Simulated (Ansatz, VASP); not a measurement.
# Pt in VASP and in Ansatz

```
Pt
1.0
     2.82968    0.00000    0.00000
    -1.41484    2.45058    0.00000
     0.00000    0.00000    4.67233
Pt
2
Cartesian
  1.4148 0.8169 3.5042
  0.0000 1.6337 1.1681
```

Change from the starting cell: strain +0.025 along x and y, -0.025 along z, atoms carried along.

Alike in both runs: task single point; functional PBEsol; k mesh 18 × 18 × 10; occupations gaussian, width 0.15 eV; no spin polarisation.

```csv
,VASP,Ansatz
version,VASP 6.6.1,Ansatz 0.2.0
potentials or method,"VASP PAW PBE potentials, release 64 (Pt), cutoff 520 eV","scalar-relativistic, plane waves, PAW"
valence electrons in the cell,20,36
```

|  | VASP | Ansatz | Ansatz less VASP |
| --- | --- | --- | --- |
| gap on the k mesh at the Fermi level (eV) | none | none | - |
| pressure (GPa) | -16.4 | -16.1 | +0.36 |
| traceless stress, the component that is largest in VASP (GPa) | 4.20 | 4.29 | +0.092 |

VASP's potentials were made for PBE, not for PBEsol. A gap of «none» marks a metal or a gap that the smearing closes. The functional is the same, so the differences come from potentials, cutoffs and numerics. VASP's potentials hold 20 valence electrons a cell and Ansatz's 36, so a difference there can come from the potentials and not from the codes.

Neither program's run includes spin-orbit coupling.
